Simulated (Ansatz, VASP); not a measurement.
**One calculation of Bi, two programs**

File INCAR:

```
SYSTEM = Bi
PREC = Accurate
ENCUT = 520
EDIFF = 1E-6
ISMEAR = -1
SIGMA = 0.05
LREAL = .FALSE.
LASPH = .TRUE.
NELM = 100
ALGO = Fast
ISIF = 2
LWAVE = .FALSE.
LCHARG = .FALSE.
GGA = PE
NBANDS = 38
```

The input KPOINTS:

```
Automatic mesh
0
G
  6 6 4
  0 0 0
```

Contents of POSCAR:

```
Bi
1.0
    4.5954529501      0.0000000000      0.0000000000
    0.0000000000      4.4652136676      0.0000000000
   -0.3412975661      0.0000000000      6.4239379803
Bi
4
Direct
    0.2513749200      0.2500000000      0.7487333800
    0.7486250800      0.7500000000      0.2512666200
    0.2498876900      0.2500000000      0.2488803300
    0.7501123100      0.7500000000      0.7511196700
```

The input input.yaml:

```yaml
crystal:
  lattice:
    - [4.5954529501, 0.0, 0.0]
    - [0.0, 4.4652136676, 0.0]
    - [-0.3412975661, 0.0, 6.4239379803]
  atoms:
    - { symbol: Bi, position: [0.25137492, 0.25, 0.74873338] }
    - { symbol: Bi, position: [0.74862508, 0.75, 0.25126662] }
    - { symbol: Bi, position: [0.24988769, 0.25, 0.24888033] }
    - { symbol: Bi, position: [0.75011231, 0.75, 0.75111967] }
hamiltonian:
  xc: pbe
  pseudopotentials: { kind: paw }
kpoints:
  mp_grid: { grid: [6, 6, 4] }
scf:
  occupations: { method: fermi_dirac, width: 0.05 }
output:
  forces: true
  stress: true
  eigenvalues: true
```

Alike in both runs: task single point; functional PBE; k mesh 6 × 6 × 4; occupations fermi-dirac, width 0.05 eV; no spin polarisation.

```csv
,VASP,Ansatz
version,VASP 6.6.1,Ansatz 0.2.0
potentials or method,"VASP PAW PBE potentials, release 64 (Bi_d)",Ansatz PAW
plane-wave cutoff (eV),520,420
valence electrons in the cell,60,60
```

Ansatz gave:

| Property | Result |
| --- | --- |
| gap on the k mesh at the Fermi level (eV) | none |
| pressure (GPa) | 3.5 |
| traceless stress, the component that is largest in VASP (GPa) | 0.89 |
| rms of the force components (eV/Å) | 0.005 |

Question: Estimate VASP's values.

Answer: gap on the k mesh at the Fermi level (eV): none; pressure (GPa): 3.4; traceless stress, the component that is largest in VASP (GPa): 0.89; rms of the force components (eV/Å): 0.004.

Atom by atom the forces differ by 0.000 eV/Å (rms over components). A gap of «none» marks a metal or a gap that the smearing closes.

Neither program's run includes spin-orbit coupling.
